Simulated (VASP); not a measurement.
# ZrC (Fm-3m) in VASP: further runs

ZrC is run at these levels: PBE; tasks: electric field gradients.

Program: VASP 6.6.1. These are calculated values, not measurements. Logs are shortened: lines on timing, memory, paths and dates and some standing lists are left out, and cuts for length are marked.

## Step 1: The cell of the first run

It takes space group Fm-3m (No. 225, cubic). Conventional cell: a = 4.637 Å, b = 4.637 Å, c = 4.637 Å, α = 90.00°, β = 90.00°, γ = 90.00°. Within 3.1 Å of Zr (site symmetry m-3m) lie 6 C at 2.32 Å. C (site symmetry m-3m) has 6 Zr at 2.32 Å within 3.1 Å.

## Step 2: Electric field gradients, PBE (volume scaled by 0.96)

File INCAR:

```
PREC = Accurate ; ENCUT = 520
EDIFF = 1E-8 ; ISMEAR = -1
SIGMA = 0.05 ; LREAL = False
LASPH = True ; NELM = 100
ALGO = Normal ; ISIF = 2
LWAVE = False ; LCHARG = False
GGA = PE ; LEFG = True
NBANDS = 15
```

File KPOINTS:

```
regular mesh
0
Gamma
  15 15 15
```

File POSCAR:

```
ZrC
1.0
    0.0000000000      2.3184465117      2.3184465117
    2.3184465117      0.0000000000      2.3184465117
    2.3184465117      2.3184465117      0.0000000000
Zr C
1 1
Direct
    0.5000000000      0.5000000000      0.5000000000
    0.0000000000      0.0000000000      0.0000000000
```

Potentials or basis: VASP PAW PBE potentials, release 64 (Zr_sv, C).

Launch:

```
$ cat potpaw_PBE.64/Zr_sv/POTCAR potpaw_PBE.64/C/POTCAR > POTCAR
$ mpirun -np 1 vasp_std > vasp.out
```

OUTCAR:

```text
PREC = Accurate
   ENCUT = 520
   EDIFF = 1E-8
   ISMEAR = -1
   LREAL = False
   LASPH = True
   NELM = 100
   ISIF = 2
   GGA = PE

 ion  position               nearest neighbor table
   1  0.500  0.500  0.500-   2 2.32   2 2.32   2 2.32   2 2.32   2 2.32   2 2.32
   2  0.000  0.000  0.000-   1 2.32   1 2.32   1 2.32   1 2.32   1 2.32   1 2.32

  LATTYP: Found a face centered cubic cell.
 ALAT       =     4.6368930234

  Lattice vectors:

 A1 = (   0.0000000000,   2.3184465117,   2.3184465117)
 A2 = (   2.3184465117,   0.0000000000,   2.3184465117)
 A3 = (   2.3184465117,   2.3184465117,   0.0000000000)

Analysis of symmetry for initial positions (statically):
=====================================================================
 Subroutine PRICEL returns:
 Original cell was already a primitive cell.

 Routine SETGRP: Setting up the symmetry group for a
 face centered cubic supercell.

 Subroutine GETGRP returns: Found 48 space group operations
 (whereof 48 operations were pure point group operations)
 out of a pool of 48 trial point group operations.

The static configuration has the point symmetry O_h .

Analysis of symmetry for dynamics (positions and initial velocities):
=====================================================================
 Subroutine PRICEL returns:
 Original cell was already a primitive cell.

 Routine SETGRP: Setting up the symmetry group for a
 face centered cubic supercell.

 Subroutine GETGRP returns: Found 48 space group operations
 (whereof 48 operations were pure point group operations)
 out of a pool of 48 trial point group operations.

The dynamic configuration has the point symmetry O_h .

 Subroutine INISYM returns: Found 48 space group operations
 (whereof 48 operations are pure point group operations),
 and found     1 'primitive' translations

----------------------------------------------------------------------------------------

                                     Primitive cell

  volume of cell :      24.9242

  direct lattice vectors                    reciprocal lattice vectors
     0.000000000  2.318446512  2.318446512    -0.215661650  0.215661650  0.215661650
     2.318446512  0.000000000  2.318446512     0.215661650 -0.215661650  0.215661650
     2.318446512  2.318446512  0.000000000     0.215661650  0.215661650 -0.215661650

  length of vectors
     3.278778500  3.278778500  3.278778500     0.373536935  0.373536935  0.373536935

  position of ions in fractional coordinates (direct lattice)
     0.500000000  0.500000000  0.500000000
     0.000000000  0.000000000  0.000000000

  ion indices of the primitive-cell ions
   primitive index   ion index
                 1           1
                 2           2

----------------------------------------------------------------------------------------

 KPOINTS: regular mesh

Automatic generation of k-mesh.
 Grid dimensions read from file:
 generate k-points for:   15   15   15

 Generating k-lattice:

  Cartesian coordinates                     Fractional coordinates (reciprocal lattice)
    -0.014377443  0.014377443  0.014377443     0.066666667  0.000000000  0.000000000
     0.014377443 -0.014377443  0.014377443     0.000000000  0.066666667  0.000000000
     0.014377443  0.014377443 -0.014377443     0.000000000  0.000000000  0.066666667

  Length of vectors
     0.024902462  0.024902462  0.024902462

  Shift w.r.t. Gamma in fractional coordinates (k-lattice)
     0.000000000  0.000000000  0.000000000

 Subroutine IBZKPT returns following result:
 ===========================================

 Found    120 irreducible k-points:

 Following reciprocal coordinates:
            Coordinates               Weight
  0.000000  0.000000  0.000000      1.000000
  0.066667  0.000000  0.000000      8.000000
  0.133333  0.000000  0.000000      8.000000
  0.200000  0.000000  0.000000      8.000000
  0.266667  0.000000  0.000000      8.000000
  0.333333  0.000000  0.000000      8.000000
[... 16 lines left out ...]
  0.133333  0.133333  0.000000      6.000000
  0.200000  0.133333  0.000000     24.000000
 [... further k-points ...]
   k-points           NKPTS =    120   k-points in BZ     NKDIM =    120   number of bands    NBANDS=     15
   number of dos      NEDOS =    301   number of ions     NIONS =      2
   total plane-waves  NPLWV =  13824
   dimension x,y,z NGX =    24 NGY =   24 NGZ =   24
   dimension x,y,z NGXF=    48 NGYF=   48 NGZF=   48
   ions per type =               1   1
   NGX,Y,Z   is equivalent  to a cutoff of  12.17, 12.17, 12.17 a.u.
   NGXF,Y,Z  is equivalent  to a cutoff of  24.34, 24.34, 24.34 a.u.
 SYSTEM =  unknown system
   PREC   = accura    normal or accurate (medium, high low for compatibility)
   ISTART =      0    job   : 0-new  1-cont  2-samecut
   ICHARG =      2    charge: 1-file 2-atom 10-const
   ISPIN  =      1    spin polarized calculation?
   LNONCOLLINEAR =      F non collinear calculations
   LSORBIT =      F    spin-orbit coupling
   LASPH  =      T    aspherical Exc in radial PAW
   ENCUT  =  520.0 eV  38.22 Ry    6.18 a.u.   6.10  6.10  6.10*2*pi/ulx,y,z
   NELM   =    100;   NELMIN=  2; NELMDL= -5     # of ELM steps
   EDIFF  = 0.1E-07   stopping-criterion for ELM
   LREAL  =      F    real-space projection
   EDIFFG = 0.1E-06   stopping-criterion for IOM
   NSW    =      0    number of steps for IOM
   IBRION =     -1    ionic relax: 0-MD 1-quasi-New 2-CG
   NFREE  =      0    steps in history (QN), initial steepest desc. (CG)
   ISIF   =      2    stress and relaxation
   ISYM   =      2    0-nonsym 1-usesym 2-fastsym
   POTIM  = 0.5000    time-step for ionic-motion
   TEBEG  =    0.0;   TEEND  =   0.0 temperature during run
   PSTRESS=    0.0 pullay stress
   NELECT =      16.0000    total number of electrons
   NUPDOWN=      -1.0000    fix difference up-down
   EMIN   =  10.00;   EMAX   =-10.00  energy-range for DOS
   EFERMI =   0.00;   METHOD = LEGACY
   ISMEAR =    -1;   SIGMA  =   0.05  broadening in eV -4-tet -1-fermi 0-gaus
   EFERMI_NEDOS =   21; number of points for ismear=-14 and -15
   IALGO  =     38    algorithm
   IMIX   =      4    mixing-type and parameters
     AMIX     =   0.40;   BMIX     =  1.00
     AMIX_MAG =   1.60;   BMIX_MAG =  1.00
  volume/ion in A,a.u.               =      12.46        84.10
  Fermi-wavevector in a.u.,A,eV,Ry     =   1.412238  2.668742 27.135661  1.994415
  Thomas-Fermi vector in A             =   2.534007
   LORBIT       =      0    0 simple, 1 ext, 2 COOP (PROOUT), +10 PAW based schemes
   GGA     = PE    functional components
   LHFCALC =     F    Hartree Fock is set to
   AEXX    =    0.0000 exact exchange contribution
   IVDW    =     0    specifies the selected vdW correction
   LEPSILON=     F    determine dielectric tensor
   LRPA    =     F    only Hartree local field effects (RPA)
 non-spin polarized calculation
  energy-cutoff  :      520.00
  volume of cell :       24.92
 maximum number of plane-waves:       684
   NGX = 13   NGY = 13   NGZ = 13

 number of electron      16.0000000 magnetization

 Free energy of the ion-electron system (eV)
  ---------------------------------------------------
  ext. energy  EPLUGINS =         0.00000000
  ---------------------------------------------------
  free energy    TOTEN  =       -19.42068262 eV

  energy without entropy =      -19.41832914  energy(sigma->0) =      -19.41950588

 E-fermi :  10.0868     XC(G=0): -12.3365

 val. band max:       10.0648629459   @ k =   0.3333   0.2667   0.0000
 cond. band min:      10.1097763770   @ k =   0.4000   0.3333   0.0000
 fundamental gap:      0.0449134311
 Fermi energy:        10.0868188323

 k-point     1 :       0.0000    0.0000    0.0000
  band No.  band energies     occupation
      1     -37.8581      2.00000
      2     -15.5390      2.00000
      3     -15.5390      2.00000
      4     -15.5390      2.00000
      5      -1.3580      2.00000
      6      11.0342      0.00000
      7      11.0342      0.00000
      8      11.0342      0.00000
      9      11.1974      0.00000
     10      11.1974      0.00000
     11      11.1974      0.00000
     12      13.0217      0.00000
     13      13.0217      0.00000
     14      17.8727      0.00000
     15      20.6308      0.00000

 k-point     2 :       0.0667    0.0000    0.0000
  band No.  band energies     occupation
      1     -37.8529      2.00000
      2     -15.5857      2.00000
      3     -15.5429      2.00000
      4     -15.5429      2.00000
      5      -1.2494      2.00000
      6      10.2088      0.16033
      7      10.4207      0.00251
      8      10.4207      0.00251
      9      11.4375      0.00000
     10      11.4375      0.00000
     11      11.7917      0.00000
     12      13.6161      0.00000
     13      13.6161      0.00000
     14      18.0895      0.00000
     15      20.9261      0.00000

 k-point     3 :       0.1333    0.0000    0.0000
  band No.  band energies     occupation
      1     -37.8381      2.00000
      2     -15.7154      2.00000
      3     -15.5540      2.00000
      4     -15.5540      2.00000
      5      -0.9367      2.00000
      6       9.1623      2.00000
      7       9.5569      1.99995
      8       9.5569      1.99995
      9      11.7748      0.00000
     10      11.7748      0.00000
     11      12.2543      0.00000
     12      14.7929      0.00000
     13      14.7929      0.00000
     14      18.6427      0.00000
     15      21.7316      0.00000
[... 343 lines left out ...]
 k-point    23 :       0.1333    0.1333    0.0000
  band No.  band energies     occupation
      1     -37.8315      2.00000
      2     -15.7024      2.00000
      3     -15.5939      2.00000
      4     -15.5939      2.00000
      5      -0.8331      2.00000
      6       8.3509      2.00000
      7       9.9729      1.81399
      8       9.9729      1.81399
      9      10.4907      0.00062
     10      13.0653      0.00000
     11      13.0653      0.00000
     12      13.2652      0.00000
     13      15.5252      0.00000
     14      19.1936      0.00000
     15      22.0890      0.00000

 k-point    24 :       0.2000    0.1333    0.0000
  band No.  band energies     occupation
      1     -37.8152      2.00000
      2     -15.8216      2.00000
      3     -15.6203      2.00000
      4     -15.6096      2.00000
      5      -0.5258      2.00000
      6       7.6558      2.00000
      7       9.3542      2.00000
      8       9.6191      1.99983
      9      10.6455      0.00003
     10      13.1491      0.00000
     11      13.5574      0.00000
     12      14.2200      0.00000
     13      16.2787      0.00000
     14      19.9246      0.00000
     15      22.9215      0.00000

 [... further k-points ...]

------------------------ aborting loop because EDIFF is reached ----------------------------------------

  FORCE on cell =-STRESS in cart. coord.  units (eV):
  Direction    XX          YY          ZZ          XY          YZ          ZX
  --------------------------------------------------------------------------------------
  -------------------------------------------------------------------------------------
  Total        1.7908389      1.7908389      1.7908389      0.0000000      0.0000000     -0.0000000
  in kB      115.1186959    115.1186959    115.1186959      0.0000000      0.0000000     -0.0000000
  external PRESSURE =     115.1186959 kB  Pullay stress =       0.0000000 kB

 VOLUME and BASIS-vectors are now :
 -----------------------------------------------------------------------------
  energy-cutoff  :      520.00
  volume of cell :       24.92
      direct lattice vectors                 reciprocal lattice vectors
     0.000000000  2.318446512  2.318446512    -0.215661650  0.215661650  0.215661650
     2.318446512  0.000000000  2.318446512     0.215661650 -0.215661650  0.215661650
     2.318446512  2.318446512  0.000000000     0.215661650  0.215661650 -0.215661650

 POSITION                                       TOTAL-FORCE (eV/Angst)
 -----------------------------------------------------------------------------------
      2.31845      2.31845      2.31845         0.000000     -0.000000     -0.000000
      0.00000      0.00000      0.00000        -0.000000      0.000000      0.000000
 -----------------------------------------------------------------------------------
    total drift:                                0.000000     -0.000000      0.000000

  FREE ENERGIE OF THE ION-ELECTRON SYSTEM (eV)
  ---------------------------------------------------
  free  energy   TOTEN  =       -19.4206826180 eV

  energy  without entropy=      -19.4183291444  energy(sigma->0) =      -19.41950588

 Electric field gradients (V/A^2)
---------------------------------------------------------------------
 ion       V_xx      V_yy      V_zz      V_xy      V_xz      V_yz
---------------------------------------------------------------------
   1      -0.000    -0.000    -0.000    -0.000    -0.000    -0.000
   2      -0.000     0.000     0.000     0.000     0.000     0.000
---------------------------------------------------------------------

 Electric field gradients after diagonalization (V/A^2)
 (convention: |V_zz| > |V_xx| > |V_yy|)
----------------------------------------------------------------------
 ion       V_xx      V_yy      V_zz     asymmetry (V_yy - V_xx)/ V_zz
----------------------------------------------------------------------
   1       0.000     0.000    -0.000       0.000
   2      -0.000    -0.000     0.001       0.000
----------------------------------------------------------------------

           NMR quadrupolar parameters

 Cq : quadrupolar parameter    Cq=e*Q*V_zz/h
 eta: asymmetry parameters     (V_yy - V_xx)/ V_zz
 Q  : nuclear electric quadrupole moment in mb (millibarn)
----------------------------------------------------------------------
 ion       Cq(MHz)       eta       Q (mb)
----------------------------------------------------------------------
   1      -0.000       0.000       1.000
   2       0.000       0.000       1.000
----------------------------------------------------------------------
```

It took 14 s on 1 thread of Intel Xeon 6975P-C (Granite Rapids), shared host; peak memory 0.17 GiB.

What came out:

```yaml
Free_energy: -19.4207 eV
Pressure: 11.5 GPa
Band_gap_on_the_k_mesh: zero (band 8 reaches 11.03 eV, above the bottom of band 9 at 9.72 eV)
```

Caveat: without QUAD_EFG the Cq values of the log hold for a quadrupole moment of 1 mb, not for the nuclei.

## Step 3: Electric field gradients, PBE (volume scaled by 0.96)

File INCAR:

```
SYSTEM = ZrC
  PREC = Accurate
  ENCUT = 520
  EDIFF = 1E-8
  ISMEAR = -1
  SIGMA = 0.05
  LREAL = .False.
  LASPH = .True.
  NELM = 100
  ALGO = Normal
  ISIF = 2
  LWAVE = .False.
  LCHARG = .False.
  GGA = PE
  LEFG = .True.
  NBANDS = 15
```

File KPOINTS:

```
regular mesh
0
Gamma
  15 15 15
  0 0 0
```

POSCAR is that of step 2.

Potentials or basis: VASP PAW PBE potentials, release 64 (Zr_sv, C).

Launch:

```
$ cat potpaw_PBE.64/Zr_sv/POTCAR potpaw_PBE.64/C/POTCAR > POTCAR
$ mpirun -np 1 vasp_std > vasp.out
```

OUTCAR:

```text
SYSTEM = ZrC
   PREC = Accurate
   ENCUT = 520
   EDIFF = 1E-8
   ISMEAR = -1
   LREAL = .False.
   LASPH = .True.
   NELM = 100
   ISIF = 2
   GGA = PE

 ion  position               nearest neighbor table
   1  0.500  0.500  0.500-   2 2.32   2 2.32   2 2.32   2 2.32   2 2.32   2 2.32
   2  0.000  0.000  0.000-   1 2.32   1 2.32   1 2.32   1 2.32   1 2.32   1 2.32

  LATTYP: Found a face centered cubic cell.
 ALAT       =     4.6368930234

  Lattice vectors:

 A1 = (   0.0000000000,   2.3184465117,   2.3184465117)
 A2 = (   2.3184465117,   0.0000000000,   2.3184465117)
 A3 = (   2.3184465117,   2.3184465117,   0.0000000000)

Analysis of symmetry for initial positions (statically):
=====================================================================
 Subroutine PRICEL returns:
 Original cell was already a primitive cell.

 Routine SETGRP: Setting up the symmetry group for a
 face centered cubic supercell.

[... 620 lines left out ...]
      direct lattice vectors                 reciprocal lattice vectors
     0.000000000  2.318446512  2.318446512    -0.215661650  0.215661650  0.215661650
     2.318446512  0.000000000  2.318446512     0.215661650 -0.215661650  0.215661650
     2.318446512  2.318446512  0.000000000     0.215661650  0.215661650 -0.215661650

 POSITION                                       TOTAL-FORCE (eV/Angst)
 -----------------------------------------------------------------------------------
      2.31845      2.31845      2.31845         0.000000     -0.000000     -0.000000
      0.00000      0.00000      0.00000        -0.000000      0.000000      0.000000
 -----------------------------------------------------------------------------------
    total drift:                                0.000000     -0.000000      0.000000

  FREE ENERGIE OF THE ION-ELECTRON SYSTEM (eV)
  ---------------------------------------------------
  free  energy   TOTEN  =       -19.4206826180 eV

  energy  without entropy=      -19.4183291444  energy(sigma->0) =      -19.41950588

 Electric field gradients (V/A^2)
---------------------------------------------------------------------
 ion       V_xx      V_yy      V_zz      V_xy      V_xz      V_yz
---------------------------------------------------------------------
   1      -0.000    -0.000    -0.000    -0.000    -0.000    -0.000
   2      -0.000     0.000     0.000     0.000     0.000     0.000
---------------------------------------------------------------------

 Electric field gradients after diagonalization (V/A^2)
 (convention: |V_zz| > |V_xx| > |V_yy|)
----------------------------------------------------------------------
 ion       V_xx      V_yy      V_zz     asymmetry (V_yy - V_xx)/ V_zz
----------------------------------------------------------------------
   1       0.000     0.000    -0.000       0.000
   2      -0.000    -0.000     0.001       0.000
----------------------------------------------------------------------

           NMR quadrupolar parameters

 Cq : quadrupolar parameter    Cq=e*Q*V_zz/h
 eta: asymmetry parameters     (V_yy - V_xx)/ V_zz
 Q  : nuclear electric quadrupole moment in mb (millibarn)
----------------------------------------------------------------------
 ion       Cq(MHz)       eta       Q (mb)
----------------------------------------------------------------------
   1      -0.000       0.000       1.000
   2       0.000       0.000       1.000
----------------------------------------------------------------------
```

stdout:

```text
POSCAR found type information on POSCAR ZrC
 POSCAR found :  2 types and       2 ions
 scaLAPACK will be used
 LDA part: xc-table for (Slater+PW92), standard interpolation
 POSCAR, INCAR and KPOINTS ok, starting setup
 FFT: planning ... GRIDC
 FFT: planning ... GRID_SOFT
 FFT: planning ... GRID
 WAVECAR not read
 entering main loop
ion   1

ion   2
```

Wall time 19 s (1 thread of Intel Xeon 6975P-C (Granite Rapids), shared host); peak memory 0.17 GiB.

Results:

| Property | Result |
| --- | --- |
| Free energy | -19.4207 eV |
| Pressure | 11.5 GPa |
| Band gap on the k mesh | zero (band 8 reaches 11.03 eV, above the bottom of band 9 at 9.72 eV) |

Caveat: without QUAD_EFG the Cq values of the log hold for a quadrupole moment of 1 mb, not for the nuclei.

[end of part 1 of 2]
